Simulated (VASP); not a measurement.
# Ni (Fm-3m) in VASP: a series of runs

Runs on Ni. Level: LDA. Tasks: single point, relaxation of cell and atoms.

Program: VASP 6.6.1. These are calculated values, not measurements. Logs are shortened: lines on timing, memory, paths and dates and some standing lists are left out, and cuts for length are marked.

## 1. The cell of the first run

It takes space group Fm-3m (No. 225, cubic). Conventional cell: a = 3.425 Å, b = 3.425 Å, c = 3.425 Å, α = 90.00°, β = 90.00°, γ = 90.00°. Within 3.2 Å of Ni (site symmetry m-3m) lie 12 Ni at 2.42 Å.

## 2. Single point, LDA, collinear spin, ferromagnetic start

The input, INCAR:

```
ALGO = Normal ; EDIFF = 1E-6
ENCUT = 600 ; GGA = CA
GGA_COMPAT = False ; ISIF = 2
ISMEAR = -1 ; ISPIN = 2
LASPH = True ; LCHARG = False
LMAXMIX = 4 ; LORBIT = 11
LREAL = False ; LWAVE = False
MAGMOM = 0.8 ; NBANDS = 15
NELM = 200 ; PREC = Accurate
SIGMA = 0.05
```

The input, KPOINTS:

```
k-points
0
Gamma
  15 15 15
```

The input, POSCAR:

```
Ni
1.0
    0.0000000000      1.7125904545      1.7125904545
    1.7125904545      0.0000000000      1.7125904545
    1.7125904545      1.7125904545      0.0000000000
Ni
1
Direct
    0.0000000000      0.0000000000      0.0000000000
```

Potentials or basis: VASP PAW LDA potentials, release 64 (Ni).

Started as:

```
cat potpaw_LDA.64/Ni/POTCAR > POTCAR
mpirun -np 1 vasp_std > vasp.out
```

OUTCAR:

```text
EDIFF = 1E-6
   ENCUT = 600
   GGA = CA
   ISIF = 2
   ISMEAR = -1
   ISPIN = 2
   LASPH = True
   LORBIT = 11
   LREAL = False
   NELM = 200
   PREC = Accurate

 ion  position               nearest neighbor table
   1  0.000  0.000  0.000-

  LATTYP: Found a face centered cubic cell.
 ALAT       =     3.4251809090

  Lattice vectors:

 A1 = (   0.0000000000,   1.7125904545,   1.7125904545)
 A2 = (   1.7125904545,   0.0000000000,   1.7125904545)
 A3 = (   1.7125904545,   1.7125904545,   0.0000000000)

Analysis of symmetry for initial positions (statically):
=====================================================================
 Subroutine PRICEL returns:
 Original cell was already a primitive cell.

 Routine SETGRP: Setting up the symmetry group for a
 face centered cubic supercell.

 Subroutine GETGRP returns: Found 48 space group operations
 (whereof 48 operations were pure point group operations)
 out of a pool of 48 trial point group operations.

The static configuration has the point symmetry O_h .

Analysis of symmetry for dynamics (positions and initial velocities):
=====================================================================
 Subroutine PRICEL returns:
 Original cell was already a primitive cell.

 Routine SETGRP: Setting up the symmetry group for a
 face centered cubic supercell.

 Subroutine GETGRP returns: Found 48 space group operations
 (whereof 48 operations were pure point group operations)
 out of a pool of 48 trial point group operations.

The dynamic configuration has the point symmetry O_h .

Analysis of structural, dynamic, and magnetic symmetry:
=====================================================================
 Subroutine PRICEL returns:
 Original cell was already a primitive cell.

 Routine SETGRP: Setting up the symmetry group for a
 face centered cubic supercell.

 Subroutine GETGRP returns: Found 48 space group operations
 (whereof 48 operations were pure point group operations)
 out of a pool of 48 trial point group operations.

The overall configuration has the point symmetry O_h .

 Subroutine INISYM returns: Found 48 space group operations
 (whereof 48 operations are pure point group operations),
 and found     1 'primitive' translations

----------------------------------------------------------------------------------------

                                     Primitive cell

  volume of cell :      10.0459

  direct lattice vectors                    reciprocal lattice vectors
     0.000000000  1.712590454  1.712590454    -0.291955382  0.291955382  0.291955382
     1.712590454  0.000000000  1.712590454     0.291955382 -0.291955382  0.291955382
     1.712590454  1.712590454  0.000000000     0.291955382  0.291955382 -0.291955382

  length of vectors
     2.421968648  2.421968648  2.421968648     0.505681555  0.505681555  0.505681555

  position of ions in fractional coordinates (direct lattice)
     0.000000000  0.000000000  0.000000000

  ion indices of the primitive-cell ions
   primitive index   ion index
                 1           1

----------------------------------------------------------------------------------------

 KPOINTS: k-points

Automatic generation of k-mesh.
 Grid dimensions read from file:
 generate k-points for:   15   15   15

 Generating k-lattice:

  Cartesian coordinates                     Fractional coordinates (reciprocal lattice)
    -0.019463692  0.019463692  0.019463692     0.066666667  0.000000000  0.000000000
     0.019463692 -0.019463692  0.019463692     0.000000000  0.066666667  0.000000000
     0.019463692  0.019463692 -0.019463692     0.000000000  0.000000000  0.066666667

  Length of vectors
     0.033712104  0.033712104  0.033712104

  Shift w.r.t. Gamma in fractional coordinates (k-lattice)
     0.000000000  0.000000000  0.000000000

 Subroutine IBZKPT returns following result:
 ===========================================

 Found    120 irreducible k-points:

 Following reciprocal coordinates:
            Coordinates               Weight
  0.000000  0.000000  0.000000      1.000000
  0.066667  0.000000  0.000000      8.000000
  0.133333  0.000000  0.000000      8.000000
  0.200000  0.000000  0.000000      8.000000
  0.266667  0.000000  0.000000      8.000000
  0.333333  0.000000  0.000000      8.000000
[... 16 lines left out ...]
  0.133333  0.133333  0.000000      6.000000
  0.200000  0.133333  0.000000     24.000000
 [... further k-points ...]
   k-points           NKPTS =    120   k-points in BZ     NKDIM =    120   number of bands    NBANDS=     15
   number of dos      NEDOS =    301   number of ions     NIONS =      1
   total plane-waves  NPLWV =   8000
   dimension x,y,z NGX =    20 NGY =   20 NGZ =   20
   dimension x,y,z NGXF=    40 NGYF=   40 NGZF=   40
   ions per type =               1
   NGX,Y,Z   is equivalent  to a cutoff of  13.73, 13.73, 13.73 a.u.
   NGXF,Y,Z  is equivalent  to a cutoff of  27.46, 27.46, 27.46 a.u.
 SYSTEM =  unknown system
   PREC   = accura    normal or accurate (medium, high low for compatibility)
   ISTART =      0    job   : 0-new  1-cont  2-samecut
   ICHARG =      2    charge: 1-file 2-atom 10-const
   ISPIN  =      2    spin polarized calculation?
   LNONCOLLINEAR =      F non collinear calculations
   LSORBIT =      F    spin-orbit coupling
   LASPH  =      T    aspherical Exc in radial PAW
   ENCUT  =  600.0 eV  44.10 Ry    6.64 a.u.   4.84  4.84  4.84*2*pi/ulx,y,z
   NELM   =    200;   NELMIN=  2; NELMDL= -5     # of ELM steps
   EDIFF  = 0.1E-05   stopping-criterion for ELM
   LREAL  =      F    real-space projection
   EDIFFG = 0.1E-04   stopping-criterion for IOM
   NSW    =      0    number of steps for IOM
   IBRION =     -1    ionic relax: 0-MD 1-quasi-New 2-CG
   NFREE  =      0    steps in history (QN), initial steepest desc. (CG)
   ISIF   =      2    stress and relaxation
   ISYM   =      2    0-nonsym 1-usesym 2-fastsym
   POTIM  = 0.5000    time-step for ionic-motion
   TEBEG  =    0.0;   TEEND  =   0.0 temperature during run
   PSTRESS=    0.0 pullay stress
   NELECT =      10.0000    total number of electrons
   NUPDOWN=      -1.0000    fix difference up-down
   EMIN   =  10.00;   EMAX   =-10.00  energy-range for DOS
   EFERMI =   0.00;   METHOD = LEGACY
   ISMEAR =    -1;   SIGMA  =   0.05  broadening in eV -4-tet -1-fermi 0-gaus
   EFERMI_NEDOS =   21; number of points for ismear=-14 and -15
   IALGO  =     38    algorithm
   IMIX   =      4    mixing-type and parameters
     AMIX     =   0.40;   BMIX     =  1.00
     AMIX_MAG =   1.60;   BMIX_MAG =  1.00
  volume/ion in A,a.u.               =      10.05        67.79
  Fermi-wavevector in a.u.,A,eV,Ry     =   1.634599  3.088945 36.353610  2.671915
  Thomas-Fermi vector in A             =   2.726212
   LORBIT       =     11    0 simple, 1 ext, 2 COOP (PROOUT), +10 PAW based schemes
   GGA     = CA    functional components
   LHFCALC =     F    Hartree Fock is set to
   AEXX    =    0.0000 exact exchange contribution
   IVDW    =     0    specifies the selected vdW correction
   LEPSILON=     F    determine dielectric tensor
   LRPA    =     F    only Hartree local field effects (RPA)
 spin polarized calculation
  energy-cutoff  :      600.00
  volume of cell :       10.05
 maximum number of plane-waves:       347
   NGX =  9   NGY =  9   NGZ =  9

 number of electron      10.0000000 magnetization       0.8000000

 number of electron       9.9999993 magnetization       0.6033031

 Free energy of the ion-electron system (eV)
  ---------------------------------------------------
  ext. energy  EPLUGINS =         0.00000000
  ---------------------------------------------------
  free energy    TOTEN  =        -6.58531964 eV

  energy without entropy =       -6.57105565  energy(sigma->0) =       -6.57818765

 E-fermi :  10.2066     XC(G=0): -14.0917

 val. band max:       10.2065866542   @ k =   0.4667   0.2000   0.0667
 cond. band min:      10.2085055746   @ k =  -0.4000   0.2667   0.0000
 fundamental gap:      0.0019189205
 Fermi energy:        10.2066493149

 spin component 1

 k-point     1 :       0.0000    0.0000    0.0000
  band No.  band energies     occupation
      1       0.6605      1.00000
      2       7.6454      1.00000
      3       7.6454      1.00000
      4       7.6454      1.00000
      5       8.9382      1.00000
      6       8.9382      1.00000
      7      34.6580      0.00000
      8      39.0511      0.00000
      9      39.0511      0.00000
     10      39.0511      0.00000
     11      42.3089      0.00000
     12      42.3089      0.00000
     13      42.3089      0.00000
     14      45.2798      0.00000
     15      52.2085      0.00000
[... 397 lines left out ...]
 k-point    24 :       0.2000    0.1333    0.0000
  band No.  band energies     occupation
      1       2.2464      1.00000
      2       7.1095      1.00000
      3       8.0438      1.00000
      4       8.0776      1.00000
      5       8.5446      1.00000
      6       9.1377      1.00000
      7      30.9072      0.00000
      8      33.6578      0.00000
      9      33.8953      0.00000
     10      36.3182      0.00000
     11      41.5369      0.00000
     12      45.6082      0.00000
     13      47.2719      0.00000
     14      47.9981      0.00000
     15      53.2935      0.00000

 [... further k-points ...]

 spin component 2

 k-point     1 :       0.0000    0.0000    0.0000
  band No.  band energies     occupation
      1       0.7085      1.00000
      2       8.2615      1.00000
      3       8.2615      1.00000
      4       8.2615      1.00000
      5       9.5078      1.00000
      6       9.5078      1.00000
      7      34.6484      0.00000
      8      39.1008      0.00000
      9      39.1008      0.00000
     10      39.1008      0.00000
     11      42.4831      0.00000
     12      42.4831      0.00000
     13      42.4831      0.00000
     14      45.2630      0.00000
     15      52.4026      0.00000
[... 397 lines left out ...]
 k-point    24 :       0.2000    0.1333    0.0000
  band No.  band energies     occupation
      1       2.3004      1.00000
      2       7.6918      1.00000
      3       8.6552      1.00000
      4       8.7021      1.00000
      5       9.1012      1.00000
      6       9.7166      0.99994
      7      31.0480      0.00000
      8      33.7942      0.00000
      9      33.9655      0.00000
     10      36.3887      0.00000
     11      41.7399      0.00000
     12      45.6883      0.00000
     13      47.3134      0.00000
     14      48.0548      0.00000
     15      53.3259      0.00000

 [... further k-points ...]
[... 5 lines left out ...]
  --------------------------------------------------------------------------------------
  -------------------------------------------------------------------------------------
  Total       -0.0248362     -0.0248362     -0.0248362     -0.0000000     -0.0000000      0.0000000
  in kB       -3.9610043     -3.9610043     -3.9610043     -0.0000000     -0.0000000      0.0000000
  external PRESSURE =      -3.9610043 kB  Pullay stress =       0.0000000 kB

 VOLUME and BASIS-vectors are now :
 -----------------------------------------------------------------------------
  energy-cutoff  :      600.00
  volume of cell :       10.05
      direct lattice vectors                 reciprocal lattice vectors
     0.000000000  1.712590454  1.712590454    -0.291955382  0.291955382  0.291955382
     1.712590454  0.000000000  1.712590454     0.291955382 -0.291955382  0.291955382
     1.712590454  1.712590454  0.000000000     0.291955382  0.291955382 -0.291955382

 POSITION                                       TOTAL-FORCE (eV/Angst)
 -----------------------------------------------------------------------------------
      0.00000      0.00000      0.00000         0.000000      0.000000      0.000000
 -----------------------------------------------------------------------------------
    total drift:                                0.000000     -0.000000      0.000000

  FREE ENERGIE OF THE ION-ELECTRON SYSTEM (eV)
  ---------------------------------------------------
  free  energy   TOTEN  =        -6.5853196408 eV

  energy  without entropy=       -6.5710556533  energy(sigma->0) =       -6.57818765

 total charge

# of ion       s       p       d       tot
------------------------------------------
    1        0.535   0.571   8.366   9.473

 magnetization (x)

# of ion       s       p       d       tot
------------------------------------------
    1       -0.005  -0.019   0.627   0.604
```

It took 79 s on 1 thread of Intel Xeon 8259CL, shared host; peak memory 0.15 GiB.

Results:

| Quantity | Value |
| --- | --- |
| Free energy | -6.5853 eV |
| Pressure | -0.4 GPa |
| Net moment | 0.60 μB per cell |
| Site moments | Ni +0.60 μB |
| Valence electrons inside the program's atomic spheres | Ni 9.47 |

## 3. Relaxation of cell and atoms, LDA, collinear spin, ferromagnetic start

This run uses another cell than the first one, of 10.94 Å³/atom.

The input, INCAR:

```
SYSTEM = Ni
  ALGO = Normal
  EDIFF = 1E-7
  EDIFFG = -0.01
  ENCUT = 600
  GGA = CA
  GGA_COMPAT = .FALSE.
  IBRION = 2
  ISIF = 3
  ISMEAR = -1
  ISPIN = 2
  LASPH = .TRUE.
  LCHARG = .FALSE.
  LMAXMIX = 4
  LORBIT = 11
  LREAL = .FALSE.
  LWAVE = .FALSE.
  MAGMOM = 0.8
  NELM = 200
  NELMIN = 4
  NSW = 80
  PREC = Accurate
  SIGMA = 0.05
```

The input, KPOINTS:

```
k-points
0
G
  15 15 15
  0 0 0
```

The input, POSCAR:

```
Ni
1.0
    0.0000000000      1.7619400000      1.7619400000
    1.7619400000      0.0000000000      1.7619400000
    1.7619400000      1.7619400000      0.0000000000
Ni
1
Direct
    0.0000000000      0.0000000000      0.0000000000
```

Potentials or basis: VASP PAW LDA potentials, release 64 (Ni).

Started as:

```
cat potpaw_LDA.64/Ni/POTCAR > POTCAR
mpirun -np 1 vasp_std > vasp.out
```

Wall time 2.5 min (1 thread of Intel Xeon 8259CL, shared host); peak memory 0.15 GiB.

Results (log left out):

| Item | Value |
| --- | --- |
| Free energy | -6.5859 eV |
| Relaxed volume | 10.03 Å³/atom |
| Relaxed cell | a = 2.421 Å, b = 2.421 Å, c = 2.421 Å, α = 60.00°, β = 60.00°, γ = 60.00° |
| Space group after relaxing (to 0.1 Å) | Fm-3m (No. 225) |
| Energy gained by relaxing | 54.5 meV/atom |
| Ionic steps | 4 |
| Pressure after relaxing | 0.0 GPa |
| Net moment | 0.60 μB per cell |
| Site moments | Ni +0.60 μB |
| Valence electrons inside the program's atomic spheres | Ni 9.48 |

Step by step:
```tsv
step	energy change (eV)	largest force (eV/Å)	pressure (GPa)	volume (Å³)
1	0.0000	0.0000	-17.68	10.94
2	0.0205	0.0000	29.43	9.14
3	-0.0545	0.0000	-0.40	10.05
4	-0.0545	0.0000	0.03	10.03
```

Final structure:
```
CELL_PARAMETERS angstrom
0.00000 1.71175 1.71175
1.71175 0.00000 1.71175
1.71175 1.71175 0.00000
ATOMIC_POSITIONS crystal
Ni 0.00000 0.00000 0.00000
```

Levels at points of the mesh, in eV from the Fermi level:
Spin up:
```tsv
k point	band 2	band 3	band 4	band 5	band 6	band 7	band 8	band 9
(0.00, 0.00, 0.00)	-2.57	-2.57	-2.57	-1.27	-1.27	24.46	28.87	28.87
```
Spin down:
```tsv
k point	band 2	band 3	band 4	band 5	band 6	band 7	band 8	band 9
(0.00, 0.00, 0.00)	-1.95	-1.95	-1.95	-0.70	-0.70	24.45	28.92	28.92
```

LDA usually gives volumes a few per cent too small. Zero-point motion and thermal expansion aren't in these numbers.

(Part 1 of 2 ends here.)
